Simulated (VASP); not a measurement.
# Ga16HO24 (a cell with a defect) (H interstitial hop between voids) in VASP: notebook

The runs below take Ga16HO24 (a cell with a defect) (H interstitial hop between voids) through single point, with PBE.

All numbers are computed with VASP 6.6.1; they aren't measurements. Logs are shortened: lines on timing, memory, paths and dates and some standing lists are left out, and cuts for length are marked.

### 1 The cell of the first run

The cell holds a defect, 41 atoms: a = 5.399 Å, b = 10.798 Å, c = 10.798 Å, α = 55.86°, β = 55.86°, γ = 55.86°.

### 2 Single point, PBE

File INCAR:

```
PREC = Accurate
ENCUT = 520
EDIFF = 1E-6
ISMEAR = -1
SIGMA = 0.01
LREAL = Auto
LASPH = T
NELM = 60
ALGO = Normal
ISIF = 2
LWAVE = F
LCHARG = F
GGA = PE
NBANDS = 202
NELECT = 352.0
```

File KPOINTS:

```
Automatic mesh
0
Gamma
  1 1 1
```

File POSCAR:

```
Ga16HO24
1.0
    2.5289754500      1.4601046700      4.5413080100
   -5.0579508900      2.9202093400      9.0826160100
    0.0000000000     -5.8404185800      9.0826160400
Ga O H
16 24 1
Direct
    0.8585840519      0.4241745394      0.4280540857
    0.6367425643      0.3243076789      0.3177340937
    0.1225948941      0.0605119512      0.0790078547
    0.3493917137      0.1969762238      0.1346611156
    0.8505528679      0.4345720964      0.9223627786
    0.6549853838      0.3327806047      0.8040879576
    0.1330633277      0.0658082485      0.6027551279
    0.3655425808      0.1783268032      0.6839696454
    0.8598122770      0.9286411122      0.4339225581
    0.6450497478      0.8177659424      0.3228271855
    0.1422746160      0.5674954292      0.0764613491
    0.3532363378      0.6732532799      0.1822866851
    0.8470703043      0.9240603766      0.9384062074
    0.6411934493      0.8220660070      0.8261766371
    0.1439972332      0.5740400670      0.5705113687
    0.3511289823      0.6797004658      0.6820180199
    0.7472549254      0.2172247981      0.0359806900
    0.4107359283      0.0186170410      0.4020754800
    0.0564919928      0.3619775879      0.2278459219
    0.2518904604      0.2838836955      0.4671347129
    0.9442701869      0.1287207280      0.2707199424
    0.5512944749      0.4784621768      0.1187566174
    0.7592380601      0.2117053799      0.5444993405
    0.4469821323      0.0194633837      0.8864479117
    0.0500204034      0.3742476772      0.7256419260
    0.2582523101      0.2931129195      0.9470111454
    0.9508051183      0.1272963728      0.7832786276
    0.5529065707      0.4857336888      0.6143117092
    0.7457571605      0.7123391723      0.0418302239
    0.4520071248      0.5173869772      0.3804633121
    0.0334186081      0.8678033723      0.2385964567
    0.2523406627      0.7843993402      0.4649603487
    0.9503206116      0.6257044731      0.2725054014
    0.5395954029      0.9802494399      0.1263394614
    0.7423938718      0.7214759406      0.5367527167
    0.4470050356      0.5218272812      0.8803136231
    0.0462953228      0.8674093185      0.7399750123
    0.2456531651      0.7867100552      0.9708226058
    0.9471897968      0.6330242844      0.7698338076
    0.5550038070      0.9799956762      0.6250449565
    0.2397382673      0.1169400821      0.3668864576
```

Potentials or basis: VASP PAW PBE potentials, release 64 (Ga_d, O, H).

The run is started by

```
> cat potpaw_PBE.64/Ga_d/POTCAR potpaw_PBE.64/O/POTCAR potpaw_PBE.64/H/POTCAR > POTCAR
> mpirun -np 1 vasp_gam > vasp.out
```

OUTCAR:

```text
PREC = Accurate
   ENCUT = 520
   EDIFF = 1E-6
   ISMEAR = -1
   LREAL = Auto
   LASPH = T
   NELM = 60
   ISIF = 2
   GGA = PE
   NELECT = 352.0

 ion  position               nearest neighbor table
   1  0.859  0.424  0.428-  20 1.91  28 1.94  33 1.99  30 2.07  19 2.12  23 2.13   2 2.92
   2  0.637  0.324  0.318-  20 1.89  21 1.95  22 1.96  30 2.07  19 2.09  23 2.34   1 2.92
   3  0.123  0.061  0.079-  17 1.87  24 1.91  31 1.92  21 2.11  34 2.16  26 2.40   4 2.81
   4  0.349  0.197  0.135-  17 1.87  26 1.90  19 1.94  34 1.99  21 2.12   6 2.80   3 2.81
   5  0.851  0.435  0.922-  26 1.92  22 1.94  39 1.98  36 2.04  25 2.07  17 2.19   6 2.89
   6  0.655  0.333  0.804-  28 1.92  27 1.92  26 1.93  25 2.02  36 2.09  17 2.30   4 2.80   5 2.89
                            16 2.91
   7  0.133  0.066  0.603-  23 1.92  27 1.94  37 1.95  18 1.98  40 2.03  20 2.21   8 2.82  13 2.83

   8  0.366  0.178  0.684-  23 1.89  25 1.93  24 1.98  40 2.09  27 2.12  20 2.23   7 2.82
   9  0.860  0.929  0.434-  32 1.88  40 1.93  21 1.98  31 2.10  35 2.16  18 2.20
  10  0.645  0.818  0.323-  32 1.89  33 1.93  34 1.99  31 2.02  35 2.18  18 2.20
  11  0.142  0.567  0.076-  29 1.91  36 1.95  19 2.01  33 2.06  22 2.07  38 2.23  12 2.88
  12  0.353  0.673  0.182-  29 1.91  30 1.98  31 1.99  33 2.06  22 2.08  38 2.15  11 2.88
  13  0.847  0.924  0.938-  38 1.91  34 1.93  27 2.03  24 2.06  37 2.07  29 2.15   7 2.83  14 2.88

  14  0.641  0.822  0.826-  38 1.91  39 1.94  40 1.98  37 2.07  24 2.09  29 2.18  13 2.88
  15  0.144  0.574  0.571-  35 1.93  30 1.95  25 1.98  28 2.08  39 2.09  32 2.15  16 2.91
  16  0.351  0.680  0.682-  35 1.92  37 1.93  36 1.98  39 2.07  28 2.09  32 2.19   6 2.91  15 2.91

  17  0.747  0.217  0.036-   4 1.87   3 1.87   5 2.19   6 2.30
  18  0.411  0.019  0.402-  41 0.98   7 1.98  10 2.20   9 2.20
  19  0.056  0.362  0.228-   4 1.94  11 2.01   2 2.09   1 2.12
  20  0.252  0.284  0.467-   2 1.89   1 1.91   7 2.21   8 2.23
  21  0.944  0.129  0.271-   2 1.95   9 1.98   3 2.11   4 2.12
  22  0.551  0.478  0.119-   5 1.94   2 1.96  11 2.07  12 2.08
[... 16 lines left out ...]
  39  0.947  0.633  0.770-  14 1.94   5 1.98  16 2.07  15 2.09
  40  0.555  0.980  0.625-   9 1.93  14 1.98   7 2.03   8 2.09
  41  0.240  0.117  0.367-  18 0.98

  LATTYP: Found a base centered monoclinic cell.
 ALAT       =    14.7964817495
 B/A-ratio  =     0.6836693984
 C/A-ratio  =     0.3648959286
 COS(beta)  =    -0.0893299994

  Lattice vectors:

 A1 = (   7.5869263400,  -1.4601046700,  -4.5413080000)
 A2 = (   2.5289754500,   7.3005232500,  -4.5413080300)
 A3 = (   2.5289754500,   1.4601046700,   4.5413080100)

Analysis of symmetry for initial positions (statically):
=====================================================================
 Subroutine PRICEL returns:
 Original cell was already a primitive cell.

 Routine SETGRP: Setting up the symmetry group for a
 base centered monoclinic supercell.

 Subroutine GETGRP returns: Found  1 space group operations
 (whereof  1 operations were pure point group operations)
 out of a pool of  4 trial point group operations.

The static configuration has the point symmetry C_1 .

Analysis of symmetry for dynamics (positions and initial velocities):
=====================================================================
 Subroutine PRICEL returns:
 Original cell was already a primitive cell.

 Routine SETGRP: Setting up the symmetry group for a
 base centered monoclinic supercell.

 Subroutine GETGRP returns: Found  1 space group operations
 (whereof  1 operations were pure point group operations)
 out of a pool of  4 trial point group operations.

The dynamic configuration has the point symmetry C_1 .

 Subroutine INISYM returns: Found  1 space group operations
 (whereof  1 operations are pure point group operations),
 and found     1 'primitive' translations

----------------------------------------------------------------------------------------

                                     Primitive cell

  volume of cell :     402.4582

  direct lattice vectors                    reciprocal lattice vectors
     2.528975450  1.460104670  4.541308010     0.197708523  0.114147069  0.073400291
    -5.057950890  2.920209340  9.082616010    -0.098854261  0.057073535  0.036700146
     0.000000000 -5.840418580  9.082616040    -0.000000000 -0.114147069  0.036700146

  length of vectors
     5.399175948 10.798351883 10.798351880     0.239803703  0.119901852  0.119901852

  position of ions in fractional coordinates (direct lattice)
     0.858584052  0.424174539  0.428054086
     0.636742564  0.324307679  0.317734094
     0.122594894  0.060511951  0.079007855
     0.349391714  0.196976224  0.134661116
     0.850552868  0.434572096  0.922362779
     0.654985384  0.332780605  0.804087958
[... 33 lines left out ...]
     0.555003807  0.979995676  0.625044956
     0.239738267  0.116940082  0.366886458

  ion indices of the primitive-cell ions
   primitive index   ion index
                 1           1
                 2           2
                 3           3
                 4           4
                 5           5
                 6           6
[... 33 lines left out ...]
                40          40
                41          41

----------------------------------------------------------------------------------------

 KPOINTS: Automatic mesh

Automatic generation of k-mesh.
 Grid dimensions read from file:
 generate k-points for:    1    1    1

 Generating k-lattice:

  Cartesian coordinates                     Fractional coordinates (reciprocal lattice)
     0.197708523  0.114147069  0.073400291     1.000000000  0.000000000  0.000000000
    -0.098854261  0.057073535  0.036700146     0.000000000  1.000000000  0.000000000
    -0.000000000 -0.114147069  0.036700146     0.000000000  0.000000000  1.000000000

  Length of vectors
     0.239803703  0.119901852  0.119901852

  Shift w.r.t. Gamma in fractional coordinates (k-lattice)
     0.000000000  0.000000000  0.000000000

 Subroutine IBZKPT returns following result:
 ===========================================

 Found      1 irreducible k-points:

 Following reciprocal coordinates:
            Coordinates               Weight
  0.000000  0.000000  0.000000      1.000000
   k-points           NKPTS =      1   k-points in BZ     NKDIM =      1   number of bands    NBANDS=    202
   number of dos      NEDOS =    301   number of ions     NIONS =     41
   total plane-waves  NPLWV = 256000
   dimension x,y,z NGX =    40 NGY =   80 NGZ =   80
   dimension x,y,z NGXF=    80 NGYF=  160 NGZF=  160
   ions per type =              16  24   1
   NGX,Y,Z   is equivalent  to a cutoff of  12.32, 12.32, 12.32 a.u.
   NGXF,Y,Z  is equivalent  to a cutoff of  24.63, 24.63, 24.63 a.u.
 SYSTEM =  unknown system
   PREC   = accura    normal or accurate (medium, high low for compatibility)
   ISTART =      0    job   : 0-new  1-cont  2-samecut
   ICHARG =      2    charge: 1-file 2-atom 10-const
   ISPIN  =      1    spin polarized calculation?
   LNONCOLLINEAR =      F non collinear calculations
   LSORBIT =      F    spin-orbit coupling
   LASPH  =      T    aspherical Exc in radial PAW
   ENCUT  =  520.0 eV  38.22 Ry    6.18 a.u.  10.04 20.08 20.08*2*pi/ulx,y,z
   NELM   =     60;   NELMIN=  2; NELMDL= -5     # of ELM steps
   EDIFF  = 0.1E-05   stopping-criterion for ELM
   LREAL  =      T    real-space projection
   EDIFFG = 0.1E-04   stopping-criterion for IOM
   NSW    =      0    number of steps for IOM
   IBRION =     -1    ionic relax: 0-MD 1-quasi-New 2-CG
   NFREE  =      0    steps in history (QN), initial steepest desc. (CG)
   ISIF   =      2    stress and relaxation
   ISYM   =      2    0-nonsym 1-usesym 2-fastsym
   POTIM  = 0.5000    time-step for ionic-motion
   TEBEG  =    0.0;   TEEND  =   0.0 temperature during run
   PSTRESS=    0.0 pullay stress
   NELECT =     352.0000    total number of electrons
   NUPDOWN=      -1.0000    fix difference up-down
   EMIN   =  10.00;   EMAX   =-10.00  energy-range for DOS
   EFERMI =   0.00;   METHOD = LEGACY
   ISMEAR =    -1;   SIGMA  =   0.01  broadening in eV -4-tet -1-fermi 0-gaus
   EFERMI_NEDOS =   21; number of points for ismear=-14 and -15
   IALGO  =     38    algorithm
   IMIX   =      4    mixing-type and parameters
     AMIX     =   0.40;   BMIX     =  1.00
     AMIX_MAG =   1.60;   BMIX_MAG =  1.00
  volume/ion in A,a.u.               =       9.82        66.24
  Fermi-wavevector in a.u.,A,eV,Ry     =   1.565605  2.958564 33.349486  2.451118
  Thomas-Fermi vector in A             =   2.668056
   LORBIT       =      0    0 simple, 1 ext, 2 COOP (PROOUT), +10 PAW based schemes
   GGA     = PE    functional components
   LHFCALC =     F    Hartree Fock is set to
   AEXX    =    0.0000 exact exchange contribution
   IVDW    =     0    specifies the selected vdW correction
   LEPSILON=     F    determine dielectric tensor
   LRPA    =     F    only Hartree local field effects (RPA)
 non-spin polarized calculation
  energy-cutoff  :      520.00
  volume of cell :      402.46
 maximum number of plane-waves:      5405
   NGX = 21   NGY = 41   NGZ = 41

 number of electron     352.0000032 magnetization

 Free energy of the ion-electron system (eV)
  ---------------------------------------------------
  ext. energy  EPLUGINS =         0.00000000
  ---------------------------------------------------
  free energy    TOTEN  =      -243.50282128 eV

  energy without entropy =     -243.50282128  energy(sigma->0) =     -243.50282128

 E-fermi :   4.4388     XC(G=0): -11.9504

 val. band max:        4.1700833570   @ k =   0.0000   0.0000   0.0000
 cond. band min:       6.4830528566   @ k =   0.0000   0.0000   0.0000
 fundamental gap:      2.3129694995
 Fermi energy:         4.4388297510

 k-point     1 :       0.0000    0.0000    0.0000
  band No.  band energies     occupation
      1     -15.0833      2.00000
      2     -14.3736      2.00000
      3     -13.7575      2.00000
      4     -13.7124      2.00000
      5     -13.6777      2.00000
      6     -13.5897      2.00000
[... 180 lines left out ...]
    187      10.7094      0.00000
    188      10.7752      0.00000
 [bands above 188 left out]

------------------------ aborting loop because EDIFF is reached ----------------------------------------

  FORCE on cell =-STRESS in cart. coord.  units (eV):
  Direction    XX          YY          ZZ          XY          YZ          ZX
  --------------------------------------------------------------------------------------
  -------------------------------------------------------------------------------------
  Total       -8.1541000      6.6599052     -5.1794005     -7.6347223     -5.9134912     -1.3424920
  in kB      -32.4612930     26.5129363    -20.6190797    -30.3936619    -23.5414786     -5.3444313
  external PRESSURE =      -8.8558121 kB  Pullay stress =       0.0000000 kB

 VOLUME and BASIS-vectors are now :
 -----------------------------------------------------------------------------
  energy-cutoff  :      520.00
  volume of cell :      402.46
      direct lattice vectors                 reciprocal lattice vectors
     2.528975450  1.460104670  4.541308010     0.197708523  0.114147069  0.073400291
    -5.057950890  2.920209340  9.082616010    -0.098854261  0.057073535  0.036700146
     0.000000000 -5.840418580  9.082616040    -0.000000000 -0.114147069  0.036700146

 POSITION                                       TOTAL-FORCE (eV/Angst)
 -----------------------------------------------------------------------------------
      0.02588     -0.00771     11.63956        -0.006383      0.004298      0.008160
     -0.03003      0.02106      8.72306         0.027923     -0.029383      0.008815
      0.00397     -0.10573      1.82395        -0.003988      0.007925      0.005880
     -0.11269      0.29888      4.59883         0.009880     -0.009772      0.017271
     -0.04702     -2.87605     16.18714         0.015558     -0.012975      0.005159
     -0.02675     -2.76807     13.30023        -0.005911     -0.002247     -0.016172
[... 33 lines left out ...]
     -3.55318      0.02163     17.09841        -0.006021      0.005345     -0.003752
      0.01482     -1.45124      5.48314        -0.091669      0.029339     -0.018956
 -----------------------------------------------------------------------------------
    total drift:                               -0.002276     -0.000269     -0.001475

  FREE ENERGIE OF THE ION-ELECTRON SYSTEM (eV)
  ---------------------------------------------------
  free  energy   TOTEN  =      -243.5028212825 eV

  energy  without entropy=     -243.5028212825  energy(sigma->0) =     -243.50282128
```

It took 2.7 min on 1 thread of Intel Xeon 6975P-C (Granite Rapids), shared host; peak memory 0.55 GiB.

Results:

```
Free energy   : -243.5028 eV
Largest force : 0.100 eV/Å
```

Forces in eV/Å, atoms in the order of the input:
```
Ga  -0.006  0.004  0.008
Ga   0.028 -0.029  0.009
Ga  -0.004  0.008  0.006
Ga   0.010 -0.010  0.017
Ga   0.016 -0.013  0.005
Ga  -0.006 -0.002 -0.016
Ga  -0.012  0.010  0.006
Ga   0.011  0.013  0.022
Ga  -0.012  0.003  0.003
Ga  -0.029  0.015  0.003
Ga  -0.011  0.029 -0.005
Ga  -0.005  0.000  0.019
Ga  -0.002  0.004  0.017
Ga   0.008 -0.016 -0.012
Ga  -0.003  0.004 -0.011
Ga  -0.011  0.019 -0.002
O   -0.014  0.005  0.010
O    0.100 -0.003 -0.009
O   -0.004 -0.003  0.008
O    0.011 -0.030 -0.016
O   -0.008 -0.002  0.011
O    0.005  0.000  0.008
O   -0.001  0.016 -0.018
O   -0.002 -0.005  0.003
O    0.005  0.011 -0.002
O   -0.005 -0.003 -0.035
O   -0.007 -0.023  0.004
O    0.003 -0.004  0.004
O   -0.013  0.001 -0.005
O   -0.002  0.006 -0.005
O    0.017 -0.010 -0.004
O    0.007 -0.010 -0.002
O    0.004 -0.017  0.000
O    0.010  0.004 -0.004
O    0.006  0.011  0.019
O    0.002 -0.006 -0.004
O    0.005  0.005 -0.002
O    0.011 -0.009 -0.009
O   -0.001 -0.006  0.001
O   -0.006  0.005 -0.004
H   -0.092  0.029 -0.019
```

Caveat: the k points lie up to 1.51 Å⁻¹ apart; the cell carries a net charge on a neutralising background, which shifts energy and pressure; the cell is charged against a uniform background, so pressure and absolute levels hang on convention.

### 3 Single point, PBE

File INCAR:

```
PREC = Accurate ; ENCUT = 520
EDIFF = 1E-7 ; ISMEAR = -1
SIGMA = 0.01 ; LREAL = Auto
LASPH = T ; NELM = 100
ALGO = Normal ; ISIF = 2
LWAVE = F ; LCHARG = T
GGA = PE ; LELF = T
LVHAR = T ; NELECT = 352.0
NBANDS = 202
```

KPOINTS is that of step 2.

File POSCAR:

```
Ga16HO24
1.0
    2.5289754500      1.4601046700      4.5413080100
   -5.0579508900      2.9202093400      9.0826160100
    0.0000000000     -5.8404185800      9.0826160400
Ga O H
16 24 1
Direct
    0.8558891547      0.4259048194      0.4294546613
    0.6407458668      0.3251673657      0.3196969164
    0.1168330943      0.0613861293      0.0780120275
    0.3374943492      0.1909970944      0.1425256705
    0.8495797530      0.4352354117      0.9229088301
    0.6499542266      0.3315910572      0.8088578651
    0.1224209988      0.0660547537      0.6011161927
    0.3602300151      0.1777282706      0.6844831802
    0.8558611816      0.9301147874      0.4341979540
    0.6501436035      0.8162634043      0.3203999342
    0.1433286387      0.5667549312      0.0768143331
    0.3556830048      0.6738514591      0.1810618068
    0.8467820292      0.9245014562      0.9381803902
    0.6399424736      0.8230613337      0.8252368083
    0.1423790175      0.5735933588      0.5719771462
    0.3525148455      0.6796417096      0.6813771284
    0.7381396754      0.2163283396      0.0372336712
    0.4184792411      0.0298568987      0.3969984098
    0.0577308992      0.3620260589      0.2287505623
    0.2530455575      0.2843977796      0.4636421201
    0.9402345303      0.1303458769      0.2685292252
    0.5524394316      0.4788007659      0.1193835430
    0.7498076871      0.2150003542      0.5447407073
    0.4457470190      0.0200753764      0.8866588130
    0.0476535418      0.3740429036      0.7265108967
    0.2532822415      0.2927892348      0.9496854319
    0.9486830509      0.1282511752      0.7812278812
    0.5505963286      0.4858298650      0.6161192269
    0.7477718683      0.7126707585      0.0410458598
    0.4506425883      0.5197409187      0.3807502155
    0.0348130586      0.8669381071      0.2380523670
    0.2518746609      0.7904115562      0.4645017374
    0.9519022859      0.6248568997      0.2723542681
    0.5405202409      0.9781323558      0.1269330886
    0.7437995818      0.7212189208      0.5358202376
    0.4466677429      0.5228282784      0.8803248618
    0.0458734257      0.8675580018      0.7392863926
    0.2455228912      0.7873347233      0.9706582251
    0.9470580963      0.6335899152      0.7690418205
    0.5507550890      0.9808893378      0.6260272673
    0.3524912537      0.1477538519      0.3500196563
```

Potentials or basis: VASP PAW PBE potentials, release 64 (Ga_d, O, H).

The run is started by

```
> cat potpaw_PBE.64/Ga_d/POTCAR potpaw_PBE.64/O/POTCAR potpaw_PBE.64/H/POTCAR > POTCAR
> mpirun -np 1 vasp_gam > vasp.out
```

It took 3.4 min on 1 thread of Intel Xeon 6975P-C (Granite Rapids), shared host; peak memory 0.56 GiB.

The run converged. Its results:

| Property | Result |
| --- | --- |
| Free energy | -243.8831 eV |
| Largest force | 0.732 eV/Å |

Forces on the atoms (eV/Å):
```
Ga  -0.014  0.006  0.009
Ga   0.012 -0.037  0.025
Ga  -0.018  0.015 -0.028
Ga   0.004 -0.077 -0.024
Ga   0.003 -0.024  0.001
Ga  -0.003 -0.034 -0.012
Ga  -0.022 -0.017 -0.061
Ga  -0.014 -0.023 -0.022
Ga   0.016 -0.045 -0.020
Ga  -0.008  0.006 -0.035
Ga  -0.003  0.018 -0.016
Ga   0.012  0.000 -0.004
Ga   0.004  0.009 -0.003
Ga   0.014 -0.018 -0.035
Ga  -0.013 -0.019 -0.025
Ga  -0.012  0.016 -0.024
O   -0.025 -0.034 -0.039
O    0.048  0.048  0.018
O    0.010 -0.022  0.009
O    0.009  0.005 -0.052
O   -0.014 -0.003 -0.036
O    0.009 -0.002 -0.004
O   -0.048  0.026 -0.047
O   -0.012 -0.003 -0.024
O    0.008 -0.009 -0.021
O   -0.002 -0.039 -0.042
O   -0.018 -0.023 -0.024
O   -0.003 -0.010 -0.009
O    0.000  0.003 -0.020
O   -0.013 -0.011  0.008
O    0.010 -0.002 -0.006
O   -0.002  0.000  0.052
O    0.007 -0.015 -0.009
O    0.010 -0.026 -0.022
O    0.002 -0.008 -0.008
O   -0.005 -0.016 -0.007
O    0.007 -0.004 -0.023
O    0.012 -0.016 -0.017
O   -0.005 -0.003 -0.005
O   -0.008 -0.011 -0.009
H    0.068  0.398  0.610
```

Levels at points of the mesh, in eV from the Fermi level:
```csv
k point,band 172,band 173,band 174,band 175,band 176,band 177,band 178,band 179,band 180,band 181
"(0.00, 0.00, 0.00)",-0.39,-0.35,-0.33,-0.32,-0.31,2.08,5.49,5.64,5.73,5.81
```

Caveat: the k points lie up to 1.51 Å⁻¹ apart; the cell carries a net charge on a neutralising background, which shifts energy and pressure; the cell is charged against a uniform background, so pressure and absolute levels hang on convention.
